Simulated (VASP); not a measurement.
MnCoSn, 6 atoms in the cell. The structure is hexagonal, space group P6_3/mmc (No. 194). The conventional cell has a = 4.366 Å, b = 4.366 Å, c = 5.401 Å, α = 90.00°, β = 90.00°, γ = 120.00°. Mn (site symmetry -3m) has 2 Mn at 2.70 Å and 6 Co at 2.86 Å and 6 Sn at 2.86 Å within 3.6 Å. Co (site symmetry -6m2) has 5 Sn at 2.52 to 2.70 Å and 6 Mn at 2.86 Å within 3.3 Å. Sn (site symmetry -6m2) has 5 Co at 2.52 to 2.70 Å and 6 Mn at 2.86 Å within 3.3 Å. 

* Program: VASP 6.6.1
* Task: single point
* Functional: PBEsol
* Dispersion: D3(BJ)
* Potentials or basis: VASP PAW PBE potentials, release 64 (Mn_pv, Co, Sn_d)
* Cutoff: 520 eV
* k mesh: 6 × 6 × 5
* Occupations: gaussian, width 0.05 eV
* Spin: collinear spin, ferromagnetic start
* Starting moments: [0.2, 0.2, 0.2, 0.2, 0.2, 0.2] μB
* Dipole correction: no
* Further INCAR settings: ALGO = Normal; EDIFF = 1e-07; NBANDS = 49

Potentials or basis: VASP PAW PBE potentials, release 64 (Mn_pv, Co, Sn_d).

The run is started by

```bash
$ cat potpaw_PBE.64/Mn_pv/POTCAR potpaw_PBE.64/Co/POTCAR potpaw_PBE.64/Sn_d/POTCAR > POTCAR
$ mpirun -np 1 vasp_std > vasp.out
```

Hardware: 1 thread of Oxide Virtual Turin-like Processor, with other jobs on the host.

Estimate the wall time of this run.

Wall time 5.7 min on 1 thread of Oxide Virtual Turin-like Processor (shared host), peak memory 0.29 GiB. Counts: scf iterations 25, k points 21.
